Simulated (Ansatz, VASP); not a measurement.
**Two plane-wave programs on Sr4I3**

The input INCAR:

```
SYSTEM = Sr4I3
ALGO = Normal
EDIFF = 1E-7
ENCUT = 520
GGA = PE
ISIF = 2
ISMEAR = 0
LASPH = .True.
LCHARG = .True.
LELF = .True.
LREAL = .False.
LVHAR = .True.
LWAVE = .False.
NBANDS = 40
NELM = 80
PREC = Accurate
SIGMA = 0.1
```

File KPOINTS:

```
k-points
0
Gamma
  4 4 2
  0 0 0
```

File POSCAR:

```
Sr4I3
1.0
    5.9718559900      0.0000000000      0.0000000000
    0.0000000000      5.9718559900      0.0000000000
    0.0000000000      0.0000000000      8.4454797400
Sr I
4 3
Direct
    0.5000000000      0.0000000000      0.7500000000
    0.0000000000      0.5000000000      0.7500000000
    0.5000000000      0.0000000000      0.2500000000
    0.0000000000      0.5000000000      0.2500000000
    0.0000000000      0.0000000000      0.0000000000
    0.5000000000      0.5000000000      0.0000000000
    0.0000000000      0.0000000000      0.5000000000
```

Input for Ansatz:

```yaml
crystal:
  lattice:
    - [5.97185599, 0.0, 0.0]
    - [0.0, 5.97185599, 0.0]
    - [0.0, 0.0, 8.44547974]
  atoms:
    - { symbol: Sr, position: [0.5, 0.0, 0.75] }
    - { symbol: Sr, position: [0.0, 0.5, 0.75] }
    - { symbol: Sr, position: [0.5, 0.0, 0.25] }
    - { symbol: Sr, position: [0.0, 0.5, 0.25] }
    - { symbol: I, position: [0.0, 0.0, 0.0] }
    - { symbol: I, position: [0.5, 0.5, 0.0] }
    - { symbol: I, position: [0.0, 0.0, 0.5] }
basis:
  ecutwfc: 420
kpoints:
  mp_grid: { grid: [4, 4, 2] }
hamiltonian:
  xc: pbe
scf:
  occupations: { method: gaussian, width: 0.1 }
  lower_state_search: "off"
output:
  forces: true
  stress: true
  eigenvalues: true
```

Change from the starting cell: ordered vacancies on the anion sites of caesium chloride (P4/mmm, No. 123).

Alike in both runs: task single point; functional PBE; k mesh 4 × 4 × 2; occupations gaussian, width 0.1 eV; no spin polarisation.

|  | VASP | Ansatz |
| --- | --- | --- |
| version | VASP 6.6.1 | Ansatz 0.2.0 |
| potentials or method | VASP PAW PBE potentials, release 64 (Sr_sv, I), cutoff 520 eV | scalar-relativistic, plane waves, PAW |
| valence electrons in the cell | 61 | 91 |

|  | VASP | Ansatz | Ansatz less VASP |
| --- | --- | --- | --- |
| gap on the k mesh at the Fermi level (eV) | none | none | - |
| pressure (GPa) | -0.3 | -0.3 | -0.01 |
| traceless stress, the component that is largest in VASP (GPa) | 0.41 | 0.42 | +0.005 |
| rms of the force components (eV/Å) | 0.098 | 0.097 | -0.0004 |

Atom by atom the forces differ by 0.000 eV/Å (rms over components). A gap of «none» marks a metal or a gap that the smearing closes. VASP's potentials hold 61 valence electrons a cell and Ansatz's 91, so a difference there can come from the potentials and not from the codes.

The k mesh is coarse, so the values compare programs but aren't converged. Neither program's run includes spin-orbit coupling.
